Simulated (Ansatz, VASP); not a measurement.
Ag in VASP and in Ansatz

```
CELL_PARAMETERS angstrom
0.00000 2.19633 2.04310
2.19633 0.00000 2.04310
2.19633 2.19633 0.00000
ATOMIC_POSITIONS crystal
Ag 0.00000 0.00000 0.00000
```

Change from the starting cell: strain +0.0750 x Voigt [1, 1, 0, 0, 0, 0], atoms carried along.

Alike in both runs: task single point; functional PBE; k mesh 20 × 20 × 20; occupations gaussian, width 0.15 eV; no spin polarisation.

|  | VASP | Ansatz |
| --- | --- | --- |
| version | VASP 6.6.1 | Ansatz 0.2.0 |
| potentials or method | VASP PAW PBE potentials, release 64 (Ag), cutoff 520 eV | scalar-relativistic, plane waves, PAW |
| valence electrons in the cell | 11 | 19 |

```tsv
	VASP	Ansatz	Ansatz less VASP
gap on the k mesh at the Fermi level (eV)	none	none	-
pressure (GPa)	-6.8	-6.7	+0.03
traceless stress, the component that is largest in VASP (GPa)	0.84	0.85	+0.010
```

A gap of «none» marks a metal or a gap that the smearing closes. With one functional, cell and mesh, what is left measures potentials, basis and numerics. VASP's potentials hold 11 valence electrons a cell and Ansatz's 19, so a difference there can come from the potentials and not from the codes.
